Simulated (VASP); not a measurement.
Here is a VASP 6.6.1 calculation.

INCAR

```
SYSTEM = Ga2P3
ALGO = Normal ; EDIFF = 1E-6
ENCUT = 520 ; GGA = PE
ISIF = 2 ; ISMEAR = 0
LASPH = .TRUE. ; LCHARG = .TRUE.
LELF = .TRUE. ; LREAL = .FALSE.
LVHAR = .TRUE. ; LWAVE = .FALSE.
NBANDS = 28 ; NELM = 60
PREC = Accurate ; SIGMA = 0.1
```

KPOINTS

```
k-points
0
G
  6 6 4
  0 0 0
```

The input POSCAR:

```
Ga2P3
1.0
    3.5945827220      0.0000000000      0.0000000000
   -1.7972913610      3.1129999533      0.0000000000
    0.0000000000      0.0000000000      8.2963017789
Ga P
2 3
Direct
    0.3333333333      0.6666666667      0.1681896062
    0.6666666667      0.3333333333      0.8318103938
    0.0000000000      0.0000000000      0.0000000000
    0.3333333333      0.6666666667      0.5708144446
    0.6666666667      0.3333333333      0.4291855554
```

Potentials or basis: VASP PAW PBE potentials, release 64 (Ga_d, P).

Run with:

```console
$ cat potpaw_PBE.64/Ga_d/POTCAR potpaw_PBE.64/P/POTCAR > POTCAR
$ mpirun -np 1 vasp_std > vasp.out
```

Task: What does it give for the band gap on the k mesh?

Result: Zero (an odd number of electrons rules out a gap without spin polarisation).

Task: Estimate the largest force.

Result: 0.018 eV/Å.

Task: What does it give for the pressure?

Result: 0.0 GPa.

Forces in eV/Å, atoms in the order of the input:
```
Ga   0.000  0.000  0.010
Ga   0.000  0.000 -0.010
P    0.000  0.000  0.000
P    0.000  0.000 -0.018
P    0.000  0.000  0.018
```
